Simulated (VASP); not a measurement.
# Be3Rh (I4/mmm) in VASP: a series of runs, part 2 of 2

VASP 6.6.1. The steps go on from the part before.

**3. Relaxation of cell and atoms, LDA**

This run uses another cell than the first one, of 9.50 Å³/atom.

Input file INCAR:

```
SYSTEM = Be3Rh
PREC = Accurate ; ENCUT = 600
EDIFF = 1E-7 ; ISMEAR = 1
SIGMA = 0.1 ; LREAL = .False.
LASPH = .True. ; NELM = 60
ALGO = Normal ; ISIF = 3
LWAVE = .False. ; LCHARG = .False.
GGA = CA ; IBRION = 2
NSW = 60 ; EDIFFG = -0.001
```

Input file KPOINTS:

```
Automatic mesh
0
Gamma
  10 10 10
  0.5 0.5 0.5
```

Input file POSCAR:

```
Be3Rh
1.0
    4.2959960000      0.0000000000      0.0000000000
    1.8633794096      3.8708395482      0.0000000000
   -3.0796877570     -1.9354198069      2.2858816947
Be Rh
3 1
Direct
    0.7500000000      0.2500000000      0.5000000000
    0.2500000000      0.7500000000      0.5000000000
    0.5000000000      0.5000000000      0.0000000000
    0.0000000000      0.0000000000      0.0000000000
```

Potentials or basis: VASP PAW LDA potentials, release 64 (Be, Rh_pv).

Launch:

```
cat potpaw_LDA.64/Be/POTCAR potpaw_LDA.64/Rh_pv/POTCAR > POTCAR
mpirun -np 1 vasp_std > vasp.out
```

OUTCAR:

```text
SYSTEM = Be3Rh
   PREC = Accurate
   ENCUT = 600
   EDIFF = 1E-7
   ISMEAR = 1
   LREAL = .False.
   LASPH = .True.
   NELM = 60
   ISIF = 3
   GGA = CA
   IBRION = 2
   NSW = 60
   EDIFFG = -0.001

 ion  position               nearest neighbor table
   1  0.750  0.250  0.500-   2 2.29   2 2.29   2 2.29   2 2.29   4 2.43   4 2.43   4 2.43   4 2.43

   2  0.250  0.750  0.500-   1 2.29   1 2.29   1 2.29   1 2.29   4 2.43   4 2.43   4 2.43   4 2.43

   3  0.500  0.500  0.000-   4 2.29   4 2.29   4 2.29   4 2.29
   4  0.000  0.000  0.000-   3 2.29   3 2.29   3 2.29   3 2.29   2 2.43   1 2.43   1 2.43   2 2.43
                             1 2.43   2 2.43   2 2.43   1 2.43

  LATTYP: Found a body centered tetragonal cell.
 ALAT       =     3.2327249640
 C/A-ratio  =     2.2503315672

  Lattice vectors:

[... 472 lines left out ...]
      5       4.0226      2.00000
      6       4.2438      2.00000
      7       4.6871      2.00000
      8       4.9338      2.00000
      9       5.9697      2.00000
     10       7.4494      2.00000
     11      11.5573      0.00000
     12      12.0752      0.00000
     13      13.0382      0.00000
     14      13.7445      0.00000
[... 377 lines left out ...]
      1     -37.9191      2.00000
      2     -37.9186      2.00000
      3     -37.8436      2.00000
      4       2.3497      2.00000
      5       2.8784      2.00000
      6       4.4674      2.00000
      7       4.7626      2.00000
      8       5.2660      2.00000
      9       5.3345      2.00000
     10       7.0115      2.00000
     11       8.0068      2.00000
     12       8.7551     -0.07044
     13      13.9118      0.00000
     14      14.0768      0.00000

 [... further k-points ...]

------------------------ aborting loop because EDIFF is reached ----------------------------------------

  FORCE on cell =-STRESS in cart. coord.  units (eV):
  Direction    XX          YY          ZZ          XY          YZ          ZX
  --------------------------------------------------------------------------------------
  -------------------------------------------------------------------------------------
  Total       -0.0035433     -0.0034846     -0.0034463     -0.0000610      0.0000000      0.0000000
  in kB       -0.1552335     -0.1526625     -0.1509843     -0.0026704      0.0000000      0.0000000
  external PRESSURE =      -0.1529601 kB  Pullay stress =       0.0000000 kB
[... 19 lines left out ...]
  FREE ENERGIE OF THE ION-ELECTRON SYSTEM (eV)
  ---------------------------------------------------
  free  energy   TOTEN  =       -23.0270804725 eV

  energy  without entropy=      -23.0278587700  energy(sigma->0) =      -23.02733990

 reached required accuracy - stopping structural energy minimisation
```

Run time: 5 min. Hardware: 1 thread of Oxide Virtual Turin-like, shared host; peak memory 0.19 GiB.

Results:

| Quantity | Value |
| --- | --- |
| Free energy | -23.0271 eV |
| Relaxed volume | 9.14 Å³/atom |
| Relaxed cell | a = 4.235 Å, b = 4.235 Å, c = 4.235 Å, α = 135.68°, β = 135.68°, γ = 64.48° |
| Space group after relaxing (to 0.1 Å) | I4/mmm (No. 139) |
| Energy gained by relaxing | 7.9 meV/atom |
| Ionic steps | 8 |
| Pressure after relaxing | 0.0 GPa |
| Band gap on the k mesh | zero (an odd number of electrons rules out a gap without spin polarisation) |

Step by step:
```
step  energy change (eV)  largest force (eV/Å)  pressure (GPa)  volume (Å³)
   1              0.0000                0.0000           -6.79        38.01
   2             -0.0227                0.0000            4.01        35.84
   3             -0.0316                0.0000           -0.01        36.57
   4             -0.0316                0.0000            0.16        36.54
   5             -0.0317                0.0000           -0.09        36.59
   6             -0.0317                0.0000           -0.14        36.59
   7             -0.0317                0.0000            0.04        36.56
   8             -0.0317                0.0000           -0.02        36.57
```

Final structure:
```
Be Rh
1.0
     4.23511   -0.00693    0.00000
     1.83073    3.81898    0.00000
    -3.03292   -1.90603    2.25935
Be Rh
3 1
Direct
  0.75000 0.25000 0.50000
  0.25000 0.75000 0.50000
  0.50000 0.50000 0.00000
  0.00000 0.00000 0.00000
```

Levels at points of the mesh, in eV from the Fermi level:
| k point | band 8 | band 9 | band 10 | band 11 | band 12 | band 13 |
| --- | --- | --- | --- | --- | --- | --- |
| (0.05, 0.05, 0.05) | -3.70 | -2.67 | -1.19 | 2.92 | 3.44 | 4.40 |

**4. Relaxation of cell and atoms, LDA, target pressure 5 GPa, at which the enthalpy is minimised**

This run uses another cell than the first one, of 9.50 Å³/atom.

Input file INCAR:

```
PREC     = Accurate       # precision mode
ENCUT    = 600            # plane-wave cutoff, eV
EDIFF    = 1E-7           # SCF threshold, eV
ISMEAR   = 1              # smearing method
SIGMA    = 0.1            # smearing width, eV
LREAL    = False          # projectors in reciprocal space
LASPH    = True           # aspherical terms in the spheres
NELM     = 80             # most SCF steps
ALGO     = Normal         # electronic algorithm
ISIF     = 3              # what is computed and relaxed
LWAVE    = False          # write WAVECAR
LCHARG   = False          # write CHGCAR
IBRION   = 2              # ionic algorithm
NSW      = 60             # ionic steps
EDIFFG   = -0.001         # ionic threshold
PSTRESS  = 50.0
```

KPOINTS is that of step 3.

POSCAR is that of step 3.

Launch:

```
cat potpaw_LDA.64/Be/POTCAR potpaw_LDA.64/Rh_pv/POTCAR > POTCAR
mpirun -np 1 vasp_std > vasp.out
```

It took 3.7 min on 1 thread of Oxide Virtual Turin-like, shared host; peak memory 0.19 GiB.

The run converged. Its results:

```yaml
Free_energy: -23.0133 eV
Relaxed_volume: 8.92 Å³/atom
Relaxed_cell: a = 4.198 Å, b = 4.198 Å, c = 4.198 Å, α = 135.65°, β = 135.65°, γ = 64.53°
Space_group_after_relaxing_to_0.1_Å: I4/mmm (No. 139)
Energy_change_on_relaxing_the_run_minimises_the_enthalpy: -4.5 meV/atom
Ionic_steps: 8
Pressure_after_relaxing: 5.0 GPa
Band_gap_on_the_k_mesh: zero (an odd number of electrons rules out a gap without spin polarisation)
```

Step by step:
| step | energy change (eV) | largest force (eV/Å) | pressure (GPa) | volume (Å³) |
| --- | --- | --- | --- | --- |
| 1 | 0.0000 | 0.0000 | -6.79 | 38.01 |
| 2 | 0.0619 | 0.0000 | 13.89 | 34.29 |
| 3 | -0.0179 | 0.0000 | 4.98 | 35.67 |
| 4 | -0.0164 | 0.0000 | 5.25 | 35.63 |
| 5 | -0.0187 | 0.0000 | 4.84 | 35.69 |
| 6 | -0.0189 | 0.0000 | 4.79 | 35.70 |
| 7 | -0.0177 | 0.0000 | 5.04 | 35.66 |
| 8 | -0.0179 | 0.0000 | 4.98 | 35.66 |

Final structure:
```
Be Rh
1.0
     4.19845   -0.00850    0.00000
     1.81341    3.78664    0.00000
    -3.00593   -1.88907    2.24118
Be Rh
3 1
Direct
  0.75000 0.25000 0.50000
  0.25000 0.75000 0.50000
  0.50000 0.50000 0.00000
  0.00000 0.00000 0.00000
```

Levels at points of the mesh, in eV from the Fermi level:
| k point | band 6 | band 7 | band 8 | band 9 | band 10 | band 11 | band 12 | band 13 | band 14 |
| --- | --- | --- | --- | --- | --- | --- | --- | --- | --- |
| (0.05, 0.05, 0.05) | -4.51 | -4.07 | -3.82 | -2.74 | -1.23 | 2.97 | 3.49 | 4.47 | 5.22 |

Caveat: the cell is relaxed towards a set pressure, so the run minimises the enthalpy, not the energy.

**5. Relaxation of cell and atoms, LDA, target pressure 10 GPa, at which the enthalpy is minimised**

This run uses another cell than the first one, of 9.50 Å³/atom.

Input file INCAR:

```
SYSTEM = Be3Rh
PREC = Accurate
ENCUT = 600
EDIFF = 1E-6
ISMEAR = 1
SIGMA = 0.1
LREAL = .FALSE.
LASPH = .TRUE.
NELM = 60
ALGO = Normal
ISIF = 3
LWAVE = .FALSE.
LCHARG = .FALSE.
GGA = CA
IBRION = 2
NSW = 60
EDIFFG = -0.001
PSTRESS = 100.0
```

KPOINTS is that of step 4.

POSCAR is that of step 4.

Launch:

```
cat potpaw_LDA.64/Be/POTCAR potpaw_LDA.64/Rh_pv/POTCAR > POTCAR
mpirun -np 1 vasp_std > vasp.out
```

It took 6.1 min on 1 thread of Oxide Virtual Turin-like, shared host; peak memory 0.19 GiB.

The run converged. Its results:

| Property | Result |
| --- | --- |
| Free energy | -22.9756 eV |
| Relaxed volume | 8.71 Å³/atom |
| Relaxed cell | a = 4.165 Å, b = 4.165 Å, c = 4.165 Å, α = 135.62°, β = 135.62°, γ = 64.57° |
| Space group after relaxing (to 0.1 Å) | I4/mmm (No. 139) |
| Energy change on relaxing (the run minimises the enthalpy) | +4.9 meV/atom |
| Ionic steps | 16 |
| Pressure after relaxing | 10.0 GPa |
| Band gap on the k mesh | zero (an odd number of electrons rules out a gap without spin polarisation) |

Step by step:
```
step  energy change (eV)  largest force (eV/Å)  pressure (GPa)  volume (Å³)
   1              0.0000                0.0000           -6.83        38.01
   2              0.2475                0.0000           25.88        32.78
   3              0.0185                0.0000            9.82        34.88
   4              0.0224                0.0000           10.34        34.82
   5              0.0167                0.0000            9.70        34.91
   6              0.0166                0.0000            9.65        34.91
   7              0.0199                0.0000           10.04        34.85
   8              0.0191                0.0000            9.93        34.87
   9              0.0193                0.0000            9.95        34.86
  10              0.0192                0.0000            9.87        34.86
  11              0.0208                0.0000           10.17        34.84
  12              0.0197                0.0000            9.98        34.86
  13              0.0198                0.0000           10.15        34.85
  14              0.0198                0.0000            9.90        34.86
  15              0.0198                0.0000           10.08        34.85
  16              0.0198                0.0000            9.99        34.86
```

Final structure:
```cif
data_structure
_symmetry_space_group_name_H-M 'P 1'
_symmetry_Int_Tables_number 1
_cell_length_a 4.1650
_cell_length_b 4.1650
_cell_length_c 4.1650
_cell_angle_alpha 135.617
_cell_angle_beta 135.617
_cell_angle_gamma 64.573
_cell_volume 34.86
loop_
_atom_site_label
_atom_site_type_symbol
_atom_site_fract_x
_atom_site_fract_y
_atom_site_fract_z
_atom_site_occupancy
Be1 Be 0.75000 0.25000 0.50000 1
Be2 Be 0.25000 0.75000 0.50000 1
Be3 Be 0.50000 0.50000 0.00000 1
Rh1 Rh 0.00000 0.00000 0.00000 1
```

Levels at points of the mesh, in eV from the Fermi level:
```csv
k point,band 6,band 7,band 8,band 9,band 10,band 11,band 12,band 13,band 14
"(0.05, 0.05, 0.05)",-4.63,-4.18,-3.92,-2.81,-1.26,3.01,3.53,4.53,5.33
```

Caveat: the cell is relaxed towards a set pressure, so the run minimises the enthalpy, not the energy.

**6. Relaxation of cell and atoms, LDA, target pressure 20 GPa, at which the enthalpy is minimised**

This run uses another cell than the first one, of 9.50 Å³/atom.

Input file INCAR:

```
  ALGO = Normal
  EDIFF = 1E-6
  EDIFFG = -0.001
  ENCUT = 600
  GGA = CA
  IBRION = 2
  ISIF = 3
  ISMEAR = 1
  LASPH = T
  LCHARG = F
  LREAL = F
  LWAVE = F
  NELM = 100
  NSW = 60
  PREC = Accurate
  PSTRESS = 200.0
  SIGMA = 0.1
```

KPOINTS is that of step 5.

POSCAR is that of step 5.

Potentials or basis: VASP PAW LDA potentials, release 64 (Be, Rh_pv).

Launch:

```
cat potpaw_LDA.64/Be/POTCAR potpaw_LDA.64/Rh_pv/POTCAR > POTCAR
mpirun -np 1 vasp_std > vasp.out
```

It took 6.1 min on 1 thread of Oxide Virtual Turin-like, shared host; peak memory 0.19 GiB.

The run converged. Its results:

```yaml
Free_energy: -22.8471 eV
Relaxed_volume: 8.37 Å³/atom
Relaxed_cell: a = 4.106 Å, b = 4.106 Å, c = 4.106 Å, α = 135.55°, β = 135.55°, γ = 64.67°
Space_group_after_relaxing_to_0.1_Å: I4/mmm (No. 139)
Energy_change_on_relaxing_the_run_minimises_the_enthalpy: +37.1 meV/atom
Ionic_steps: 11
Pressure_after_relaxing: 20.0 GPa
Band_gap_on_the_k_mesh: zero (an odd number of electrons rules out a gap without spin polarisation)
```

Step by step:
```csv
step,energy change (eV),largest force (eV/Å),pressure (GPa),volume (Å³)
1,0.0000,0.0000,-6.83,38.01
2,0.9676,0.0000,56.68,29.91
3,0.1385,0.0000,19.39,33.55
4,0.1491,0.0000,20.09,33.47
5,0.1488,0.0000,20.07,33.47
6,0.1490,0.0000,20.07,33.46
7,0.1490,0.0000,20.07,33.46
8,0.1490,0.0000,20.11,33.46
9,0.1454,0.0000,19.79,33.49
10,0.1477,0.0000,19.91,33.47
11,0.1483,0.0000,20.00,33.47
```

Final structure:
```
Be Rh
1.0
     4.10607   -0.01351    0.00000
     1.76883    3.70557    0.00000
    -2.93745   -1.84603    2.19626
Be Rh
3 1
Direct
  0.75000 0.25000 0.50000
  0.25000 0.75000 0.50000
  0.50000 0.50000 0.00000
  0.00000 0.00000 0.00000
```

Levels at points of the mesh, in eV from the Fermi level:
| k point | band 8 | band 9 | band 10 | band 11 | band 12 | band 13 |
| --- | --- | --- | --- | --- | --- | --- |
| (0.05, 0.05, 0.05) | -4.12 | -2.93 | -1.33 | 3.09 | 3.61 | 4.64 |

Caveat: the cell is relaxed towards a set pressure, so the run minimises the enthalpy, not the energy.

**7. Summary**

```csv
task,cell,cutoff (eV),gap on the mesh (eV),pressure (GPa)
single point,"a = 4.229 Å, angles 135.6, 135.6, 64.5°, 4 atoms",520,none,0.6
relaxation of cell and atoms,"relaxed from a = 4.296 Å, angles 135.8, 135.8, 64.3°, 4 atoms",600,none,0.0
relaxation of cell and atoms,"relaxed to 5 GPa from a = 4.296 Å, angles 135.8, 135.8, 64.3°, 4 atoms",600,none,5.0
relaxation of cell and atoms,"relaxed to 10 GPa from a = 4.296 Å, angles 135.8, 135.8, 64.3°, 4 atoms",600,none,10.0
relaxation of cell and atoms,"relaxed to 20 GPa from a = 4.296 Å, angles 135.8, 135.8, 64.3°, 4 atoms",600,none,20.0
```

Alike in all rows: level LDA; potentials or basis VASP PAW LDA potentials, release 64 (Be, Rh_pv); no spin polarisation; k mesh 10 × 10 × 10, shifted; smearing methfessel-paxton 0.1 eV.

Caveats: the cell is relaxed towards a set pressure, so the run minimises the enthalpy, not the energy (at least some runs).

Absolute energies hang on the potentials; compare differences alone.
